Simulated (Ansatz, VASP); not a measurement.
# One calculation of Mo, two programs

```
CELL_PARAMETERS angstrom
-1.59104 1.59104 1.59104
1.59104 -1.59104 1.59104
1.59104 1.59104 -1.59104
ATOMIC_POSITIONS crystal
Mo 0.00000 0.00000 0.00000
```

Alike in both runs: task single point; functional PBE; k mesh 15 × 15 × 15; no spin polarisation.

|  | VASP | Ansatz |
| --- | --- | --- |
| version | VASP 6.6.1 | Ansatz 0.2.0 |
| potentials or method | VASP PAW PBE potentials, release 64 (Mo_sv), cutoff 520 eV | PAW plane waves |
| occupations | fermi-dirac, width 0.1 eV | fermi-dirac |
| valence electrons in the cell | 14 | 14 |

```csv
,VASP,Ansatz,Ansatz less VASP
pressure (GPa),-4.4,-4.8,-0.47
```
